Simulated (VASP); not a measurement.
Here is a VASP 6.6.1 calculation.

File POSCAR:

```
Si2Mo
1.0
    4.6298167034      0.0000000000      0.0000000000
   -2.3149083517      3.9301420705      0.0000000000
    0.0000000000      0.0000000000      6.5768413691
Si Mo
6 3
Direct
    0.1638603720      0.8361396280      0.8333333333
    0.3277207440      0.1638603720      0.1666666667
    0.8361396280      0.6722792560      0.5000000000
    0.8361396280      0.1638603720      0.8333333333
    0.6722792560      0.8361396280      0.1666666667
    0.1638603720      0.3277207440      0.5000000000
    0.5000000000      0.0000000000      0.5000000000
    0.0000000000      0.5000000000      0.1666666667
    0.5000000000      0.5000000000      0.8333333333
```

The input INCAR.step1:

```
SYSTEM = Si2Mo
ALGO = Normal
EDIFF = 1E-5
ENCUT = 550
GGA = PE
GGA_COMPAT = .FALSE.
ISMEAR = 0
KPAR = 4
LASPH = .TRUE.
LCHARG = .FALSE.
LREAL = .FALSE.
LWAVE = .TRUE.
NBANDS = 43
NELM = 120
PREC = Accurate
SIGMA = 0.03
```

INCAR.step2

```
SYSTEM = Si2Mo
ALGO = Normal
EDIFF = 1E-6
ENCUT = 550
GGA_COMPAT = .FALSE.
ISIF = 2
ISMEAR = 0
ISTART = 1
KPAR = 4
LASPH = .TRUE.
LCHARG = .FALSE.
LMIXTAU = .TRUE.
LREAL = .FALSE.
LWAVE = .FALSE.
METAGGA = R2SCAN
NBANDS = 43
NELM = 120
PREC = Accurate
SIGMA = 0.03
```

KPOINTS

```
k-points
0
G
  12 12 6
  0 0 0
```

Potentials or basis: VASP PAW PBE potentials, release 64 (Si, Mo_sv).

Launch:

```sh
$ cat potpaw_PBE.64/Si/POTCAR potpaw_PBE.64/Mo_sv/POTCAR > POTCAR
$ cp INCAR.step1 INCAR
$ mpirun -np 4 vasp_std > vasp.out
$ cp INCAR.step2 INCAR
$ mpirun -np 4 vasp_std > vasp.out
```

What does it give for the band gap on the k mesh?

0.14 eV (least direct gap 0.66 eV).

What does it give for the pressure?

0.5 GPa.

Predict the largest force.

0.022 eV/Å.

Forces in eV/Å, atoms in the order of the input:
```
Si  -0.018  0.008 -0.010
Si  -0.018 -0.008  0.010
Si   0.000 -0.018  0.000
Si   0.018 -0.008 -0.010
Si   0.018  0.008  0.010
Si   0.000  0.018  0.000
Mo   0.000  0.000  0.000
Mo   0.000  0.000 -0.003
Mo   0.000  0.000  0.003
```

Caveat: the cell differs from its parent crystal (strain +0.0100 x Voigt [1, -1, 0, 0, 0, 0]); the stress differs along the axes, from -3 to 4 GPa; the PAW data sets were made with another functional, which shifts forces and pressure a little. A k mesh can miss the band edges.
